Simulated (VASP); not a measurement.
Here is a VASP 6.6.1 calculation.

INCAR

```
SYSTEM = Ta3N
PREC = Accurate ; ENCUT = 700
EDIFF = 1E-6 ; ISMEAR = -1
SIGMA = 0.05 ; LREAL = .FALSE.
LASPH = .TRUE. ; NELM = 120
ALGO = Normal ; ISIF = 2
LWAVE = .FALSE. ; LCHARG = .FALSE.
NBANDS = 30 ; GGA_COMPAT = .FALSE.
```

File KPOINTS:

```
Automatic mesh
0
G
  10 10 4
  0 0 0
```

POSCAR

```
Ta3N
1.0
    3.0916944585      0.0000000000      0.0000000000
   -1.5458472293      2.6774859418      0.0000000000
    0.0000000000      0.0000000000      7.6717065629
Ta N
3 1
Direct
    0.6666666667      0.3333333333      0.8260700000
    0.3333333333      0.6666666667      0.1739300000
    0.0000000000      0.0000000000      0.5000000000
    0.0000000000      0.0000000000      0.0000000000
```

Potentials or basis: VASP PAW LDA potentials, release 64 (Ta_sv_GW, N).

Launch:

```console
$ cat potpaw_LDA.64/Ta_sv_GW/POTCAR potpaw_LDA.64/N/POTCAR > POTCAR
$ mpirun -np 1 vasp_std > vasp.out
```

Problem. Estimate the band gap on the k mesh.

Solution. Zero (bands 22 and 23 overlap by 0.59 eV).

Problem. Predict the largest force.

Solution. 0.811 eV/Å.

Stress tensor (GPa, compression positive):
```
-24.31   0.00   0.00
  0.00 -24.31   0.00
  0.00   0.00 -24.09
```

Caveat: the cell stands under tension; spin-orbit coupling is left out, which moves the levels of the heavy elements.
